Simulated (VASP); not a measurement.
# Tl (Fm-3m) in VASP: further runs

The runs below take Tl through single point, with PBE+D3(BJ).

Everything below comes from runs of VASP 6.6.1. Logs are shortened: lines on timing, memory, paths and dates and some standing lists are left out, and cuts for length are marked.

### 1 The cell of the first run

Symmetry: Fm-3m, No. 225, cubic system. The conventional cell has a = 4.933 Å, b = 4.933 Å, c = 4.933 Å, α = 90.00°, β = 90.00°, γ = 90.00°. Tl (site symmetry m-3m) has 12 Tl at 3.49 Å within 4.6 Å.

This isn't the form of Tl at room conditions, which is hcp.

### 2 Single point, PBE+D3(BJ)

INCAR reads:

```
ALGO     = Fast           # electronic algorithm
EDIFF    = 1E-6           # SCF threshold, eV
ENCUT    = 520            # plane-wave cutoff, eV
GGA      = PE             # functional
ISIF     = 2              # what is computed and relaxed
ISMEAR   = 0              # smearing method
IVDW     = 12             # dispersion correction
LASPH    = True           # aspherical terms in the spheres
LCHARG   = False          # write CHGCAR
LREAL    = False          # projectors in reciprocal space
LWAVE    = False          # write WAVECAR
NBANDS   = 12             # bands
NELM     = 100            # most SCF steps
PREC     = Accurate       # precision mode
SIGMA    = 0.15           # smearing width, eV
```

KPOINTS reads:

```
k-points
0
Gamma
  16 16 16
```

POSCAR reads:

```
Tl
1.0
    0.0000000000      2.4663412330      2.4663412330
    2.4663412330      0.0000000000      2.4663412330
    2.4663412330      2.4663412330      0.0000000000
Tl
1
Direct
    0.0000000000      0.0000000000      0.0000000000
```

Potentials or basis: VASP PAW PBE potentials, release 64 (Tl_d).

Command:

```sh
cat potpaw_PBE.64/Tl_d/POTCAR > POTCAR
mpirun -np 1 vasp_std > vasp.out
```

OUTCAR:

```text
EDIFF = 1E-6
   ENCUT = 520
   GGA = PE
   ISIF = 2
   ISMEAR = 0
   IVDW = 12
   LASPH = True
   LREAL = False
   NELM = 100
   PREC = Accurate
 IVDW          = 12

 ion  position               nearest neighbor table
   1  0.000  0.000  0.000-

  LATTYP: Found a face centered cubic cell.
 ALAT       =     4.9326824660

  Lattice vectors:

 A1 = (   0.0000000000,   2.4663412330,   2.4663412330)
 A2 = (   2.4663412330,   0.0000000000,   2.4663412330)
 A3 = (   2.4663412330,   2.4663412330,   0.0000000000)

Analysis of symmetry for initial positions (statically):
=====================================================================
 Subroutine PRICEL returns:
 Original cell was already a primitive cell.

 Routine SETGRP: Setting up the symmetry group for a
 face centered cubic supercell.

 Subroutine GETGRP returns: Found 48 space group operations
 (whereof 48 operations were pure point group operations)
 out of a pool of 48 trial point group operations.

The static configuration has the point symmetry O_h .

Analysis of symmetry for dynamics (positions and initial velocities):
=====================================================================
 Subroutine PRICEL returns:
 Original cell was already a primitive cell.

 Routine SETGRP: Setting up the symmetry group for a
 face centered cubic supercell.

 Subroutine GETGRP returns: Found 48 space group operations
 (whereof 48 operations were pure point group operations)
 out of a pool of 48 trial point group operations.

The dynamic configuration has the point symmetry O_h .

 Subroutine INISYM returns: Found 48 space group operations
 (whereof 48 operations are pure point group operations),
 and found     1 'primitive' translations

----------------------------------------------------------------------------------------

                                     Primitive cell

  volume of cell :      30.0047

  direct lattice vectors                    reciprocal lattice vectors
     0.000000000  2.466341233  2.466341233    -0.202729449  0.202729449  0.202729449
     2.466341233  0.000000000  2.466341233     0.202729449 -0.202729449  0.202729449
     2.466341233  2.466341233  0.000000000     0.202729449  0.202729449 -0.202729449

  length of vectors
     3.487933221  3.487933221  3.487933221     0.351137706  0.351137706  0.351137706

  position of ions in fractional coordinates (direct lattice)
     0.000000000  0.000000000  0.000000000

  ion indices of the primitive-cell ions
   primitive index   ion index
                 1           1

----------------------------------------------------------------------------------------

 KPOINTS: k-points

Automatic generation of k-mesh.
 Grid dimensions read from file:
 generate k-points for:   16   16   16

 Generating k-lattice:

  Cartesian coordinates                     Fractional coordinates (reciprocal lattice)
    -0.012670591  0.012670591  0.012670591     0.062500000  0.000000000  0.000000000
     0.012670591 -0.012670591  0.012670591     0.000000000  0.062500000  0.000000000
     0.012670591  0.012670591 -0.012670591     0.000000000  0.000000000  0.062500000

  Length of vectors
     0.021946107  0.021946107  0.021946107

  Shift w.r.t. Gamma in fractional coordinates (k-lattice)
     0.000000000  0.000000000  0.000000000

 Subroutine IBZKPT returns following result:
 ===========================================

 Found    145 irreducible k-points:

 Following reciprocal coordinates:
            Coordinates               Weight
  0.000000  0.000000  0.000000      1.000000
  0.062500  0.000000  0.000000      8.000000
  0.125000  0.000000  0.000000      8.000000
  0.187500  0.000000  0.000000      8.000000
  0.250000  0.000000  0.000000      8.000000
  0.312500  0.000000  0.000000      8.000000
[... 16 lines left out ...]
 -0.125000  0.062500  0.000000     24.000000
 -0.062500  0.062500  0.000000     12.000000
 [... further k-points ...]
   k-points           NKPTS =    145   k-points in BZ     NKDIM =    145   number of bands    NBANDS=     12
   number of dos      NEDOS =    301   number of ions     NIONS =      1
   total plane-waves  NPLWV =  21952
   dimension x,y,z NGX =    28 NGY =   28 NGZ =   28
   dimension x,y,z NGXF=    56 NGYF=   56 NGZF=   56
   ions per type =               1
   NGX,Y,Z   is equivalent  to a cutoff of  13.35, 13.35, 13.35 a.u.
   NGXF,Y,Z  is equivalent  to a cutoff of  26.69, 26.69, 26.69 a.u.
 SYSTEM =  unknown system
   PREC   = accura    normal or accurate (medium, high low for compatibility)
   ISTART =      0    job   : 0-new  1-cont  2-samecut
   ICHARG =      2    charge: 1-file 2-atom 10-const
   ISPIN  =      1    spin polarized calculation?
   LNONCOLLINEAR =      F non collinear calculations
   LSORBIT =      F    spin-orbit coupling
   LASPH  =      T    aspherical Exc in radial PAW
   ENCUT  =  520.0 eV  38.22 Ry    6.18 a.u.   6.49  6.49  6.49*2*pi/ulx,y,z
   NELM   =    100;   NELMIN=  2; NELMDL= -5     # of ELM steps
   EDIFF  = 0.1E-05   stopping-criterion for ELM
   LREAL  =      F    real-space projection
[... 7 lines left out ...]
   TEBEG  =    0.0;   TEEND  =   0.0 temperature during run
   PSTRESS=    0.0 pullay stress
   NELECT =      13.0000    total number of electrons
   NUPDOWN=      -1.0000    fix difference up-down
   EMIN   =  10.00;   EMAX   =-10.00  energy-range for DOS
   EFERMI =   0.00;   METHOD = LEGACY
   ISMEAR =     0;   SIGMA  =   0.15  broadening in eV -4-tet -1-fermi 0-gaus
   EFERMI_NEDOS =   21; number of points for ismear=-14 and -15
   IALGO  =     68    algorithm
   IMIX   =      4    mixing-type and parameters
     AMIX     =   0.40;   BMIX     =  1.00
     AMIX_MAG =   1.60;   BMIX_MAG =  1.00
  volume/ion in A,a.u.               =      30.00       202.48
  Fermi-wavevector in a.u.,A,eV,Ry     =   1.238776  2.340947 20.879038  1.534566
  Thomas-Fermi vector in A             =   2.373287
   LORBIT       =      0    0 simple, 1 ext, 2 COOP (PROOUT), +10 PAW based schemes
   GGA     = PE    functional components
   LHFCALC =     F    Hartree Fock is set to
   AEXX    =    0.0000 exact exchange contribution
   IVDW    =    12    specifies the selected vdW correction
   LEPSILON=     F    determine dielectric tensor
   LRPA    =     F    only Hartree local field effects (RPA)
 non-spin polarized calculation
 RMM-DIIS sequential band-by-band and
 Gauss-broadening in eV      SIGMA  =   0.15
  energy-cutoff  :      520.00
  volume of cell :       30.00
 maximum number of plane-waves:       869
 NGX is ok and might be reduce to    28
   NGX = 13   NGY = 13   NGZ = 13

 number of electron      12.9999999 magnetization

 Free energy of the ion-electron system (eV)
  ---------------------------------------------------
  ext. energy  EPLUGINS =         0.00000000
  ---------------------------------------------------
  free energy    TOTEN  =        -2.20604305 eV

  energy without entropy =       -2.19895082  energy(sigma->0) =       -2.20249694

 E-fermi :   6.0717     XC(G=0):  -9.9536

 val. band max:        6.0710986880   @ k =  -0.3125   0.2500   0.0000
 cond. band min:       6.1016664464   @ k =  -0.4375   0.3750   0.1250
 fundamental gap:      0.0305677584
 Fermi energy:         6.0716512598

 k-point     1 :       0.0000    0.0000    0.0000
  band No.  band energies     occupation
      1      -5.4717      2.00000
      2      -5.4717      2.00000
      3      -5.4717      2.00000
      4      -5.2279      2.00000
      5      -5.2279      2.00000
      6      -3.6445      2.00000
      7      15.9559      0.00000
      8      15.9559      0.00000
      9      15.9559      0.00000
     10      16.9619      0.00000
     11      19.8401      0.00000
     12      20.7272      0.00000

 k-point     2 :       0.0625    0.0000    0.0000
  band No.  band energies     occupation
      1      -5.4740      2.00000
      2      -5.4621      2.00000
      3      -5.4621      2.00000
      4      -5.2292      2.00000
      5      -5.2292      2.00000
      6      -3.5645      2.00000
      7      14.9422      0.00000
      8      15.8630      0.00000
      9      15.8630      0.00000
     10      16.8890      0.00000
     11      20.1698      0.00000
     12      20.8876      0.00000

 k-point     3 :       0.1250    0.0000    0.0000
  band No.  band energies     occupation
      1      -5.4839      2.00000
      2      -5.4387      2.00000
      3      -5.4387      2.00000
      4      -5.2294      2.00000
      5      -5.2294      2.00000
      6      -3.3208      2.00000
      7      13.0121      0.00000
      8      15.6136      0.00000
      9      15.6136      0.00000
     10      16.8230      0.00000
     11      20.3632      0.00000
     12      21.3069      0.00000
[... 286 lines left out ...]
 k-point    23 :      -0.1250    0.0625    0.0000
  band No.  band energies     occupation
      1      -5.4915      2.00000
      2      -5.4239      2.00000
      3      -5.4207      2.00000
      4      -5.2511      2.00000
      5      -5.2078      2.00000
      6      -3.1290      2.00000
      7      12.3195      0.00000
      8      14.1589      0.00000
      9      16.0963      0.00000
     10      17.1835      0.00000
     11      19.6689      0.00000
     12      20.6603      0.00000

 k-point    24 :      -0.0625    0.0625    0.0000
  band No.  band energies     occupation
      1      -5.4808      2.00000
      2      -5.4502      2.00000
      3      -5.4422      2.00000
      4      -5.2416      2.00000
      5      -5.2206      2.00000
      6      -3.4299      2.00000
      7      14.1052      0.00000
      8      14.8278      0.00000
      9      16.1094      0.00000
     10      17.0083      0.00000
     11      20.1023      0.00000
     12      20.7848      0.00000

 [... further k-points ...]

------------------------ aborting loop because EDIFF is reached ----------------------------------------

 Edisp (eV)   -0.32614

 E8    (eV) :    -0.1705

  FORCE on cell =-STRESS in cart. coord.  units (eV):
  Direction    XX          YY          ZZ          XY          YZ          ZX
  --------------------------------------------------------------------------------------
  -------------------------------------------------------------------------------------
  Total      -0.15179    -0.15179    -0.15179     0.00000     0.00000     0.00000
  in kB      -8.10521    -8.10521    -8.10521     0.00000     0.00000     0.00000
  external pressure =       -8.11 kB  Pullay stress =        0.00 kB

 VOLUME and BASIS-vectors are now :
 -----------------------------------------------------------------------------
  energy-cutoff  :      520.00
  volume of cell :       30.00
      direct lattice vectors                 reciprocal lattice vectors
     0.000000000  2.466341233  2.466341233    -0.202729449  0.202729449  0.202729449
     2.466341233  0.000000000  2.466341233     0.202729449 -0.202729449  0.202729449
     2.466341233  2.466341233  0.000000000     0.202729449  0.202729449 -0.202729449

 POSITION                                       TOTAL-FORCE (eV/Angst)
 -----------------------------------------------------------------------------------
      0.00000      0.00000      0.00000        -0.000000     -0.000000     -0.000000
 -----------------------------------------------------------------------------------
    total drift:                               -0.000000     -0.000000     -0.000000

  FREE ENERGIE OF THE ION-ELECTRON SYSTEM (eV)
  ---------------------------------------------------
  free  energy   TOTEN  =        -2.5321803199 eV

  energy  without entropy=       -2.5250880941  energy(sigma->0) =       -2.52863421
```

Run time: 26 s. Hardware: 1 thread of Intel Xeon Platinum 8488C (Sapphire Rapids), shared host; peak memory 0.19 GiB.

What came out:

- Free energy: -2.5322 eV
- Pressure: -0.8 GPa
- Band gap on the k mesh: zero (an odd number of electrons rules out a gap without spin polarisation)
- Dispersion energy per atom: -0.326 eV

Levels at points of the mesh, in eV from the Fermi level:
```tsv
k point	band 4	band 5	band 6	band 7	band 8	band 9
(0.00, 0.00, 0.00)	-11.30	-11.30	-9.72	9.88	9.88	9.88
(0.50, 0.00, 0.00)	-11.08	-11.08	-5.32	-2.71	7.91	7.91
(0.50, 0.50, 0.00)	-11.02	-11.02	-3.71	-1.67	3.97	3.97
```

Caveat: spin-orbit coupling is left out, which moves the levels of the heavy elements.

### 3 Single point, PBE+D3(BJ)

INCAR reads:

```
PREC = Accurate
ENCUT = 520
EDIFF = 1E-6
ISMEAR = 0
SIGMA = 0.15
LREAL = False
LASPH = True
NELM = 80
ALGO = Normal
ISIF = 2
LWAVE = False
LCHARG = False
GGA = PE
IVDW = 12
NBANDS = 12
```

KPOINTS reads:

```
regular mesh
0
Gamma
  18 18 18
```

POSCAR is that of step 2.

Potentials or basis: VASP PAW PBE potentials, release 64 (Tl_d).

Command:

```sh
cat potpaw_PBE.64/Tl_d/POTCAR > POTCAR
mpirun -np 1 vasp_std > vasp.out
```

Run time: 32 s. Hardware: 1 thread of Intel Xeon Platinum 8488C (Sapphire Rapids), shared host; peak memory 0.21 GiB.

It converged, with:

```
Free energy                : -2.5326 eV
Pressure                   : -0.8 GPa
Band gap on the k mesh     : zero (an odd number of electrons rules out a gap without spin polarisation)
Dispersion energy per atom : -0.326 eV
```

Levels at points of the mesh, in eV from the Fermi level:
| k point | band 2 | band 3 | band 4 | band 5 | band 6 | band 7 | band 8 | band 9 | band 10 | band 11 |
| --- | --- | --- | --- | --- | --- | --- | --- | --- | --- | --- |
| (0.00, 0.00, 0.00) | -11.51 | -11.51 | -11.26 | -11.26 | -9.68 | 9.92 | 9.92 | 9.92 | 10.92 | 13.80 |
| (0.50, 0.00, 0.00) | -11.50 | -11.50 | -11.04 | -11.04 | -5.29 | -2.67 | 7.94 | 7.94 | 10.35 | 12.04 |
| (0.50, 0.50, 0.00) | -11.72 | -11.06 | -10.99 | -10.99 | -3.68 | -1.63 | 4.00 | 4.00 | 7.31 | 8.70 |

Caveat: spin-orbit coupling is left out, which moves the levels of the heavy elements.

The gap in the log of VASP goes by the Fermi energy; the results here count the filled bands.